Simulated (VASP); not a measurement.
# Ge (Cmmm) in VASP: a series of runs, part 2 of 3

VASP 6.6.1. Earlier steps stand in the parts before.

## (3) Single point, PBEsol

This run uses another cell than the first one, of 19.61 Å³/atom, 1.042 times its volume.

File INCAR:

```
PREC = Accurate
ENCUT = 520
EDIFF = 1E-7
ISMEAR = -1
SIGMA = 0.15
LREAL = False
LASPH = True
NELM = 100
ALGO = Normal
ISIF = 2
LWAVE = False
LCHARG = False
GGA = PS
NBANDS = 13
```

File KPOINTS:

```
regular mesh
0
Gamma
  12 12 11
```

File POSCAR:

```
Ge
1.0
    1.3971500000     -2.6005200000      0.0000000000
    1.3971500000      2.6005200000      0.0000000000
    0.0000000000      0.0000000000      2.6982300000
Ge
1
Direct
    0.5000000000      0.5000000000      0.0000000000
```

Potentials or basis: VASP PAW PBE potentials, release 64 (Ge_d).

The run is started by

```bash
cat potpaw_PBE.64/Ge_d/POTCAR > POTCAR
mpirun -np 1 vasp_std > vasp.out
```

OUTCAR:

```text
PREC = Accurate
   ENCUT = 520
   EDIFF = 1E-7
   ISMEAR = -1
   LREAL = False
   LASPH = True
   NELM = 100
   ISIF = 2
   GGA = PS

 ion  position               nearest neighbor table
   1  0.500  0.500  0.000-

  LATTYP: Found a base centered orthorhombic cell.
 ALAT       =     2.7943000000
 B/A-ratio  =     1.8613033676
 C/A-ratio  =     0.9656192964

  Lattice vectors:

 A1 = (   1.3971500000,  -2.6005200000,   0.0000000000)
 A2 = (   1.3971500000,   2.6005200000,   0.0000000000)
 A3 = (   0.0000000000,   0.0000000000,   2.6982300000)

Analysis of symmetry for initial positions (statically):
=====================================================================
 Subroutine PRICEL returns:
 Original cell was already a primitive cell.

 Routine SETGRP: Setting up the symmetry group for a
 base centered orthorhombic supercell.

 Subroutine GETGRP returns: Found  8 space group operations
 (whereof  8 operations were pure point group operations)
 out of a pool of  8 trial point group operations.

The static configuration has the point symmetry D_2h.

Analysis of symmetry for dynamics (positions and initial velocities):
=====================================================================
 Subroutine PRICEL returns:
 Original cell was already a primitive cell.

 Routine SETGRP: Setting up the symmetry group for a
 base centered orthorhombic supercell.

 Subroutine GETGRP returns: Found  8 space group operations
 (whereof  8 operations were pure point group operations)
 out of a pool of  8 trial point group operations.

The dynamic configuration has the point symmetry D_2h.

 Subroutine INISYM returns: Found  8 space group operations
 (whereof  8 operations are pure point group operations),
 and found     1 'primitive' translations

[... 110 lines left out ...]
   IMIX   =      4    mixing-type and parameters
     AMIX     =   0.40;   BMIX     =  1.00
     AMIX_MAG =   1.60;   BMIX_MAG =  1.00
  volume/ion in A,a.u.               =      19.61       132.31
  Fermi-wavevector in a.u.,A,eV,Ry     =   1.463233  2.765109 29.130759  2.141050
  Thomas-Fermi vector in A             =   2.579352
   LORBIT       =      0    0 simple, 1 ext, 2 COOP (PROOUT), +10 PAW based schemes
   GGA     = PS    functional components
   LHFCALC =     F    Hartree Fock is set to
   AEXX    =    0.0000 exact exchange contribution
   IVDW    =     0    specifies the selected vdW correction
   LEPSILON=     F    determine dielectric tensor
   LRPA    =     F    only Hartree local field effects (RPA)
 non-spin polarized calculation
  energy-cutoff  :      520.00
  volume of cell :       19.61
 maximum number of plane-waves:       542
 NGX is ok and might be reduce to    24
   NGX = 11   NGY = 11   NGZ = 11

 number of electron      14.0000003 magnetization

 Free energy of the ion-electron system (eV)
  ---------------------------------------------------
  ext. energy  EPLUGINS =         0.00000000
  ---------------------------------------------------
  free energy    TOTEN  =        -4.74542122 eV

  energy without entropy =       -4.71157284  energy(sigma->0) =       -4.72849703

 E-fermi :   6.0894     XC(G=0): -11.1880

 val. band max:        6.0815952670   @ k =   0.5000   0.1667   0.0000
 cond. band min:       6.0974808251   @ k =  -0.2500   0.2500   0.0000
 fundamental gap:      0.0158855581
 Fermi energy:         6.0893999980

 k-point     1 :       0.0000    0.0000    0.0000
  band No.  band energies     occupation
      1     -18.5889      2.00000
      2     -18.5258      2.00000
      3     -18.4748      2.00000
      4     -18.3741      2.00000
      5     -18.3552      2.00000
      6      -6.7956      2.00000
      7      12.7241      0.00000
      8      13.2022      0.00000
      9      14.7061      0.00000
     10      16.2527      0.00000
     11      18.5488      0.00000
     12      20.9077      0.00000
     13      21.0745      0.00000
[... 354 lines left out ...]
  band No.  band energies     occupation
      1     -18.5440      2.00000
      2     -18.4956      2.00000
      3     -18.4227      2.00000
      4     -18.3997      2.00000
      5     -18.3790      2.00000
      6      -3.8454      2.00000
      7       4.8262      1.99956
      8       6.7640      0.02204
      9      15.3365      0.00000
     10      18.7746      0.00000
     11      19.9440      0.00000
     12      24.9674      0.00000
     13      25.7717      0.00000

 [... further k-points ...]
[... 5 lines left out ...]
  --------------------------------------------------------------------------------------
  -------------------------------------------------------------------------------------
  Total       -0.3886781     -0.7709716     -0.3777073      0.0000000      0.0000000      0.0000000
  in kB      -31.7605788    -62.9994501    -30.8641111      0.0000000      0.0000000      0.0000000
  external PRESSURE =     -41.8747133 kB  Pullay stress =       0.0000000 kB

 VOLUME and BASIS-vectors are now :
 -----------------------------------------------------------------------------
  energy-cutoff  :      520.00
  volume of cell :       19.61
      direct lattice vectors                 reciprocal lattice vectors
     1.397150000 -2.600520000  0.000000000     0.357871381 -0.192269238  0.000000000
     1.397150000  2.600520000  0.000000000     0.357871381  0.192269238  0.000000000
     0.000000000  0.000000000  2.698230000     0.000000000  0.000000000  0.370613328

 POSITION                                       TOTAL-FORCE (eV/Angst)
 -----------------------------------------------------------------------------------
      1.39715      0.00000      0.00000         0.000000      0.000000      0.000000
 -----------------------------------------------------------------------------------
    total drift:                               -0.000000     -0.000000     -0.000000

  FREE ENERGIE OF THE ION-ELECTRON SYSTEM (eV)
  ---------------------------------------------------
  free  energy   TOTEN  =        -4.7454212185 eV

  energy  without entropy=       -4.7115728391  energy(sigma->0) =       -4.72849703
```

Run time: 39 s. Hardware: 1 thread of Intel Xeon Platinum 8175M at 2.50GHz (Skylake/Cascade Lake), shared host; peak memory 0.18 GiB.

Results:

| Property | Result |
| --- | --- |
| Free energy | -4.7454 eV |
| Pressure | -4.2 GPa |
| Band gap on the k mesh | zero (band 7 reaches 12.72 eV, above the bottom of band 8 at 2.88 eV) |

Caveat: the PAW data sets were made with another functional, which shifts forces and pressure a little.

## (4) Single point, PBEsol

This run uses another cell than the first one, of 20.39 Å³/atom, 1.083 times its volume.

File INCAR:

```
SYSTEM = Ge
ALGO = Normal
EDIFF = 1E-6
ENCUT = 520
GGA = PS
ISIF = 2
ISMEAR = -1
LASPH = .TRUE.
LCHARG = .FALSE.
LREAL = .FALSE.
LWAVE = .FALSE.
NBANDS = 13
NELM = 100
PREC = Accurate
SIGMA = 0.15
```

File KPOINTS:

```
k-points
0
G
  12 12 11
  0 0 0
```

File POSCAR:

```
Ge
1.0
    1.4155356610     -2.6347412928      0.0000000000
    1.4155356610      2.6347412928      0.0000000000
    0.0000000000      0.0000000000      2.7337370982
Ge
1
Direct
    0.5000000000      0.5000000000      0.0000000000
```

The run is started by

```bash
cat potpaw_PBE.64/Ge_d/POTCAR > POTCAR
mpirun -np 1 vasp_std > vasp.out
```

It took 40 s on 1 thread of Intel Xeon Platinum 8175M at 2.50GHz (Skylake/Cascade Lake), shared host; peak memory 0.18 GiB.

The run converged. Its results:

| Item | Value |
| --- | --- |
| Free energy | -4.7207 eV |
| Pressure | -6.2 GPa |
| Band gap on the k mesh | zero (band 7 reaches 12.11 eV, above the bottom of band 8 at 2.63 eV) |

Stress tensor (GPa, compression positive):
```
-5.49  0.00  0.00
 0.00 -8.03  0.00
 0.00  0.00 -5.16
```

Levels at points of the mesh, in eV from the Fermi level:
| k point | band 5 | band 6 | band 7 | band 8 | band 9 | band 10 |
| --- | --- | --- | --- | --- | --- | --- |
| (0.00, 0.00, 0.00) | -24.44 | -12.57 | 6.43 | 6.85 | 8.29 | 10.01 |
| (0.50, 0.00, 0.00) | -24.46 | -7.75 | -5.08 | 3.33 | 7.34 | 10.08 |
| (0.50, 0.50, 0.00) | -24.44 | -8.57 | -5.28 | 5.04 | 8.97 | 9.46 |

Caveat: the PAW data sets were made with another functional, which shifts forces and pressure a little.

## (5) Single point, PBEsol

This run uses another cell than the first one, of 21.18 Å³/atom, 1.125 times its volume.

File INCAR:

```
  PREC = Accurate
  ENCUT = 520
  EDIFF = 1E-6
  ISMEAR = -1
  SIGMA = 0.15
  LREAL = F
  LASPH = T
  NELM = 60
  ALGO = Normal
  ISIF = 2
  LWAVE = F
  LCHARG = F
  GGA = PS
  NBANDS = 13
```

File KPOINTS:

```
Automatic mesh
0
Gamma
  12 12 11
```

File POSCAR:

```
Ge
1.0
    1.4334557363     -2.6680959893      0.0000000000
    1.4334557363      2.6680959893      0.0000000000
    0.0000000000      0.0000000000      2.7683450392
Ge
1
Direct
    0.5000000000      0.5000000000      0.0000000000
```

The run is started by

```bash
cat potpaw_PBE.64/Ge_d/POTCAR > POTCAR
mpirun -np 1 vasp_std > vasp.out
```

Run time: 52 s. Hardware: 1 thread of Intel Xeon Platinum 8175M at 2.50GHz (Skylake/Cascade Lake), shared host; peak memory 0.18 GiB.

It converged, with:

| Property | Result |
| --- | --- |
| Free energy | -4.6869 eV |
| Pressure | -7.8 GPa |
| Band gap on the k mesh | zero (band 7 reaches 11.54 eV, above the bottom of band 8 at 2.40 eV) |

Stress tensor (GPa, compression positive):
```
-7.32  0.00  0.00
 0.00 -9.36  0.00
 0.00  0.00 -6.81
```

Levels at points of the mesh, in eV from the Fermi level:
```
           k point  band 3  band 4  band 5  band 6  band 7  band 8  band 9  band 10  band 11  band 12
(0.00, 0.00, 0.00)  -24.53  -24.45  -24.43  -12.27    6.24    6.60    7.98     9.87    11.94    13.92
(0.50, 0.00, 0.00)  -24.48  -24.46  -24.45   -7.68   -4.86    3.24    7.25     9.69    15.63    15.86
(0.50, 0.50, 0.00)  -24.48  -24.46  -24.44   -8.47   -5.05    4.89    8.83     9.10    14.89    15.58
```

Caveat: the PAW data sets were made with another functional, which shifts forces and pressure a little.

[end of part 2 of 3]
